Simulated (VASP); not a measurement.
# ZnSn2N2 (P-4m2) in VASP: settings compared, part 2 of 3

VASP 6.6.1. Earlier steps stand in the parts before.

## Step 4: Relaxation of cell and atoms, LDA

This run uses another cell than the first one, of 18.13 Å³/atom.

File INCAR:

```
SYSTEM = ZnSn2N2
ALGO = Normal ; EDIFF = 1E-6
EDIFFG = -0.05 ; ENCUT = 600
GGA = CA ; IBRION = 2
ISIF = 3 ; ISMEAR = -1
LASPH = .True. ; LCHARG = .False.
LREAL = .False. ; LWAVE = .False.
NELM = 80 ; NSW = 80
PREC = Accurate ; SIGMA = 0.05
```

File KPOINTS:

```
k-points
0
Gamma
  7 7 3
  0 0 0
```

File POSCAR:

```
ZnSn2N2
1.0
    3.3523260000      0.0000000000      0.0000000000
    0.0000000000      3.3523260000      0.0000000000
    0.0000000000      0.0000000000      8.0642090000
Zn Sn N
1 2 2
Direct
    0.0000000000      0.0000000000      0.0000000000
    0.5000000000      0.5000000000      0.6941730000
    0.5000000000      0.5000000000      0.3058270000
    0.5000000000      0.0000000000      0.1458100000
    0.0000000000      0.5000000000      0.8541900000
```

Potentials or basis: VASP PAW LDA potentials, release 64 (Zn, Sn_d, N).

The run is started by

```
$ cat potpaw_LDA.64/Zn/POTCAR potpaw_LDA.64/Sn_d/POTCAR potpaw_LDA.64/N/POTCAR > POTCAR
$ mpirun -np 1 vasp_std > vasp.out
```

Run time: 2.5 min. Hardware: 1 thread of Intel Xeon 6975P-C (Granite Rapids), shared host; peak memory 0.23 GiB.

It converged, with:

- Free energy: -28.2282 eV
- Relaxed volume: 16.81 Å³/atom
- Relaxed cell: a = 3.272 Å, b = 3.272 Å, c = 7.852 Å, α = 90.00°, β = 90.00°, γ = 90.00°
- Space group after relaxing (to 0.1 Å): P-4m2 (No. 115)
- Energy gained by relaxing: 30.1 meV/atom
- Ionic steps: 10
- Pressure after relaxing: -0.2 GPa
- Largest force after relaxing: 0.047 eV/Å
- Band gap on the k mesh: zero (bands 25 and 26 overlap by 1.43 eV)

Forces in eV/Å, atoms in the order of the input:
```
Zn   0.000  0.000  0.000
Sn   0.000  0.000 -0.002
Sn   0.000  0.000  0.002
N    0.000  0.000  0.047
N    0.000  0.000 -0.047
```

Stress tensor (GPa, compression positive):
```
-0.22  0.00  0.00
 0.00 -0.22  0.00
 0.00  0.00 -0.31
```

The path:
| step | energy change (eV) | largest force (eV/Å) | pressure (GPa) | volume (Å³) |
| --- | --- | --- | --- | --- |
| 1 | 0.0000 | 0.4649 | -6.82 | 90.63 |
| 2 | -0.0534 | 1.1716 | 6.09 | 80.88 |
| 3 | -0.1367 | 0.3913 | -0.41 | 84.91 |
| 4 | -0.1367 | 0.4108 | -0.22 | 84.80 |
| 5 | -0.1495 | 0.0808 | 0.10 | 83.87 |
| 6 | -0.1495 | 0.0735 | 0.07 | 83.92 |
| 7 | -0.1495 | 0.0649 | 0.18 | 83.91 |
| 8 | -0.1501 | 0.0695 | -0.22 | 84.08 |
| 9 | -0.1501 | 0.0711 | -0.32 | 84.12 |
| 10 | -0.1505 | 0.0466 | -0.25 | 84.06 |

Final structure:
```cif
data_structure
_symmetry_space_group_name_H-M 'P 1'
_symmetry_Int_Tables_number 1
_cell_length_a 3.2719
_cell_length_b 3.2719
_cell_length_c 7.8522
_cell_angle_alpha 90.000
_cell_angle_beta 90.000
_cell_angle_gamma 90.000
_cell_volume 84.06
loop_
_atom_site_label
_atom_site_type_symbol
_atom_site_fract_x
_atom_site_fract_y
_atom_site_fract_z
_atom_site_occupancy
Zn1 Zn 0.00000 0.00000 0.00000 1
Sn1 Sn 0.50000 0.50000 0.69297 1
Sn2 Sn 0.50000 0.50000 0.30703 1
N1 N 0.50000 0.00000 0.14429 1
N2 N 0.00000 0.50000 0.85571 1
```

Levels at points of the mesh, in eV from the Fermi level:
| k point | band 22 | band 23 | band 24 | band 25 | band 26 | band 27 | band 28 | band 29 |
| --- | --- | --- | --- | --- | --- | --- | --- | --- |
| (0.00, 0.00, 0.00) | -2.88 | -1.12 | -1.12 | 0.41 | 0.89 | 3.29 | 5.67 | 5.67 |

Caveat: spin-orbit coupling is left out, which moves the levels of the heavy elements; the relaxation stopped at a loose force limit of 0.05 eV/Å, so its end isn't a converged minimum.

## Step 5: Relaxation of cell and atoms, RPBE

This run uses another cell than the first one, of 18.13 Å³/atom.

File INCAR:

```
SYSTEM = ZnSn2N2
ALGO = Normal
EDIFF = 1E-6
EDIFFG = -0.05
ENCUT = 600
GGA = RP
IBRION = 2
ISIF = 3
ISMEAR = -1
LASPH = .True.
LCHARG = .False.
LREAL = .False.
LWAVE = .False.
NELM = 80
NSW = 80
PREC = Accurate
SIGMA = 0.05
```

KPOINTS is that of step 4.

POSCAR is that of step 4.

Potentials or basis: VASP PAW PBE potentials, release 64 (Zn, Sn_d, N).

The run is started by

```
$ cat potpaw_PBE.64/Zn/POTCAR potpaw_PBE.64/Sn_d/POTCAR potpaw_PBE.64/N/POTCAR > POTCAR
$ mpirun -np 1 vasp_std > vasp.out
```

OUTCAR:

```text
SYSTEM = ZnSn2N2
   EDIFF = 1E-6
   EDIFFG = -0.05
   ENCUT = 600
   GGA = RP
   IBRION = 2
   ISIF = 3
   ISMEAR = -1
   LASPH = .True.
   LREAL = .False.
   NELM = 80
   NSW = 80
   PREC = Accurate

 ion  position               nearest neighbor table
   1  0.000  0.000  0.000-   4 2.05   5 2.05   5 2.05   4 2.05
   2  0.500  0.500  0.694-   5 2.12   5 2.12   3 3.13
   3  0.500  0.500  0.306-   4 2.12   4 2.12   2 3.13
   4  0.500  0.000  0.146-   1 2.05   1 2.05   3 2.12   3 2.12
   5  0.000  0.500  0.854-   1 2.05   1 2.05   2 2.12   2 2.12

  LATTYP: Found a simple tetragonal cell.
 ALAT       =     3.3523260000
 C/A-ratio  =     2.4055563212

  Lattice vectors:

 A1 = (   3.3523260000,   0.0000000000,   0.0000000000)
 A2 = (   0.0000000000,   3.3523260000,   0.0000000000)
 A3 = (   0.0000000000,   0.0000000000,   8.0642090000)

Analysis of symmetry for initial positions (statically):
=====================================================================
 Subroutine PRICEL returns:
 Original cell was already a primitive cell.

 Routine SETGRP: Setting up the symmetry group for a
 simple tetragonal supercell.

 Subroutine GETGRP returns: Found  8 space group operations
 (whereof  8 operations were pure point group operations)
 out of a pool of 16 trial point group operations.

The static configuration has the point symmetry D_2d.

Analysis of symmetry for dynamics (positions and initial velocities):
=====================================================================
 Subroutine PRICEL returns:
 Original cell was already a primitive cell.

 Routine SETGRP: Setting up the symmetry group for a
 simple tetragonal supercell.

 Subroutine GETGRP returns: Found  8 space group operations
 (whereof  8 operations were pure point group operations)
 out of a pool of 16 trial point group operations.

The dynamic configuration has the point symmetry D_2d.

 Subroutine INISYM returns: Found  8 space group operations
 (whereof  8 operations are pure point group operations),
 and found     1 'primitive' translations

----------------------------------------------------------------------------------------

[... 97 lines left out ...]
   IBRION =      2    ionic relax: 0-MD 1-quasi-New 2-CG
   NFREE  =      1    steps in history (QN), initial steepest desc. (CG)
   ISIF   =      3    stress and relaxation
   ISYM   =      2    0-nonsym 1-usesym 2-fastsym
   POTIM  = 0.5000    time-step for ionic-motion
   TEBEG  =    0.0;   TEEND  =   0.0 temperature during run
   PSTRESS=    0.0 pullay stress
   NELECT =      50.0000    total number of electrons
   NUPDOWN=      -1.0000    fix difference up-down
   EMIN   =  10.00;   EMAX   =-10.00  energy-range for DOS
   EFERMI =   0.00;   METHOD = LEGACY
   ISMEAR =    -1;   SIGMA  =   0.05  broadening in eV -4-tet -1-fermi 0-gaus
   EFERMI_NEDOS =   21; number of points for ismear=-14 and -15
   IALGO  =     38    algorithm
   IMIX   =      4    mixing-type and parameters
     AMIX     =   0.40;   BMIX     =  1.00
     AMIX_MAG =   1.60;   BMIX_MAG =  1.00
  volume/ion in A,a.u.               =      18.13       122.32
  Fermi-wavevector in a.u.,A,eV,Ry     =   1.342703  2.537341 24.529295  1.802852
  Thomas-Fermi vector in A             =   2.470836
   LORBIT       =      0    0 simple, 1 ext, 2 COOP (PROOUT), +10 PAW based schemes
   GGA     = RP    functional components
   LHFCALC =     F    Hartree Fock is set to
   AEXX    =    0.0000 exact exchange contribution
   IVDW    =     0    specifies the selected vdW correction
   LEPSILON=     F    determine dielectric tensor
   LRPA    =     F    only Hartree local field effects (RPA)
 conjugate gradient relaxation of ions
 non-spin polarized calculation
  energy-cutoff  :      600.00
  volume of cell :       90.63
 maximum number of plane-waves:      3044
 NGX is ok and might be reduce to    28
   NGX = 13   NGY = 13   NGZ = 33

--------------------------------------- Ionic step        1  -------------------------------------------

 number of electron      50.0000010 magnetization

 Free energy of the ion-electron system (eV)
  ---------------------------------------------------
  ext. energy  EPLUGINS =         0.00000000
  ---------------------------------------------------
  free energy    TOTEN  =       -22.26567669 eV

  energy without entropy =      -22.25267690  energy(sigma->0) =      -22.25917680

 E-fermi :   5.6038     XC(G=0): -10.0745

 val. band max:        5.5614812572   @ k =   0.2857   0.1429   0.3333
 cond. band min:       5.6071460867   @ k =   0.1429   0.1429   0.0000
 fundamental gap:      0.0456648296
 Fermi energy:         5.6037578721

 k-point     1 :       0.0000    0.0000    0.0000
  band No.  band energies     occupation
      1     -15.9817      2.00000
      2     -15.9815      2.00000
      3     -15.8397      2.00000
      4     -15.7756      2.00000
      5     -15.7756      2.00000
      6     -15.7309      2.00000
[... 804 lines left out ...]
--------------------------------------- Ionic step        5  -------------------------------------------

 number of electron      49.9999984 magnetization

 Free energy of the ion-electron system (eV)
  ---------------------------------------------------
  ext. energy  EPLUGINS =         0.00000000
  ---------------------------------------------------
  free energy    TOTEN  =       -22.28324196 eV

  energy without entropy =      -22.26981206  energy(sigma->0) =      -22.27652701

 E-fermi :   5.3235     XC(G=0):  -9.9381

 val. band max:        5.2827485891   @ k =   0.2857   0.1429   0.3333
 cond. band min:       5.3256887832   @ k =   0.1429   0.1429   0.0000
 fundamental gap:      0.0429401941
 Fermi energy:         5.3234652904

 k-point     1 :       0.0000    0.0000    0.0000
  band No.  band energies     occupation
      1     -16.2239      2.00000
      2     -16.2230      2.00000
      3     -16.0873      2.00000
      4     -16.0317      2.00000
      5     -16.0317      2.00000
      6     -15.9927      2.00000
[... 681 lines left out ...]
  FREE ENERGIE OF THE ION-ELECTRON SYSTEM (eV)
  ---------------------------------------------------
  free  energy   TOTEN  =       -22.2832419589 eV

  energy  without entropy=      -22.2698120561  energy(sigma->0) =      -22.27652701

 reached required accuracy - stopping structural energy minimisation
```

OSZICAR:

```text
N       E                     dE             d eps       ncg     rms          rms(c)
DAV:   1     0.516760270202E+03    0.51676E+03   -0.27897E+04  1212   0.272E+03
DAV:   2     0.542014015540E+02   -0.46256E+03   -0.44945E+03  1222   0.619E+02
DAV:   3    -0.216673193617E+02   -0.75869E+02   -0.73829E+02  1382   0.214E+02
DAV:   4    -0.270100479314E+02   -0.53427E+01   -0.52958E+01  1430   0.576E+01
[... 46 lines left out ...]
DAV:   3    -0.222834571497E+02    0.80016E-03   -0.26661E-03  1474   0.695E-01    0.108E-01
DAV:   4    -0.222832593750E+02    0.19777E-03   -0.99125E-04  1860   0.382E-01    0.370E-02
DAV:   5    -0.222832460690E+02    0.13306E-04   -0.13019E-04  1314   0.107E-01    0.150E-02
DAV:   6    -0.222832421572E+02    0.39118E-05   -0.73785E-06  1554   0.269E-02    0.563E-03
DAV:   7    -0.222832419589E+02    0.19834E-06   -0.23948E-06  1010   0.140E-02
   5 F= -.22283242E+02 E0= -.22276527E+02  d E =-.192415E-02
```

CONTCAR:

```text
ZnSn2N2
   1.00000000000000
     3.3844113388402199    0.0000000000000000    0.0000000000000000
     0.0000000000000000    3.3844113388402199    0.0000000000000000
     0.0000000000000000   -0.0000000000000000    8.1293636869921180
  Zn              Sn              N
     1     2     2
Direct
     1.0000000000000000    1.0000000000000000    0.0000000000000000
     0.5000000000000000    0.5000000000000000    0.6945579468926329
     0.5000000000000000    0.5000000000000000    0.3054420531073672
     0.5000000000000000    1.0000000000000000    0.1466624484766350
     1.0000000000000000    0.5000000000000000    0.8533375515233649

  0.00000000E+00  0.00000000E+00  0.00000000E+00
  0.00000000E+00  0.00000000E+00  0.00000000E+00
  0.00000000E+00  0.00000000E+00  0.00000000E+00
  0.00000000E+00  0.00000000E+00  0.00000000E+00
  0.00000000E+00  0.00000000E+00  0.00000000E+00
```

Run time: 1.7 min. Hardware: 1 thread of Intel Xeon 6975P-C (Granite Rapids), shared host; peak memory 0.26 GiB.

Results:

- Free energy: -22.2832 eV
- Relaxed volume: 18.62 Å³/atom
- Relaxed cell: a = 3.384 Å, b = 3.384 Å, c = 8.129 Å, α = 90.00°, β = 90.00°, γ = 90.00°
- Space group after relaxing (to 0.1 Å): P-4m2 (No. 115)
- Energy gained by relaxing: 3.5 meV/atom
- Ionic steps: 5
- Pressure after relaxing: 0.1 GPa
- Largest force after relaxing: 0.031 eV/Å
- Band gap on the k mesh: zero (bands 25 and 26 overlap by 1.13 eV)

Forces in eV/Å, atoms in the order of the input:
```
Zn   0.000  0.000  0.000
Sn   0.000  0.000  0.031
Sn   0.000  0.000 -0.031
N    0.000  0.000 -0.016
N    0.000  0.000  0.016
```

Step by step:
| step | energy change (eV) | largest force (eV/Å) | pressure (GPa) | volume (Å³) |
| --- | --- | --- | --- | --- |
| 1 | 0.0000 | 0.1030 | 2.25 | 90.63 |
| 2 | -0.0118 | 0.2766 | -0.96 | 94.01 |
| 3 | -0.0156 | 0.1533 | 0.01 | 92.85 |
| 4 | -0.0156 | 0.1485 | 0.09 | 92.81 |
| 5 | -0.0176 | 0.0307 | 0.11 | 93.12 |

Final structure:
```
Zn Sn N
1.0
     3.38441    0.00000    0.00000
     0.00000    3.38441    0.00000
     0.00000    0.00000    8.12936
Zn Sn N
1 2 2
Direct
  0.00000 0.00000 0.00000
  0.50000 0.50000 0.69456
  0.50000 0.50000 0.30544
  0.50000 0.00000 0.14666
  0.00000 0.50000 0.85334
```

Caveat: the PAW data sets were made with another functional, which shifts forces and pressure a little; spin-orbit coupling is left out, which moves the levels of the heavy elements; the relaxation stopped at a loose force limit of 0.05 eV/Å, so its end isn't a converged minimum.

(Part 2 of 3 ends here.)
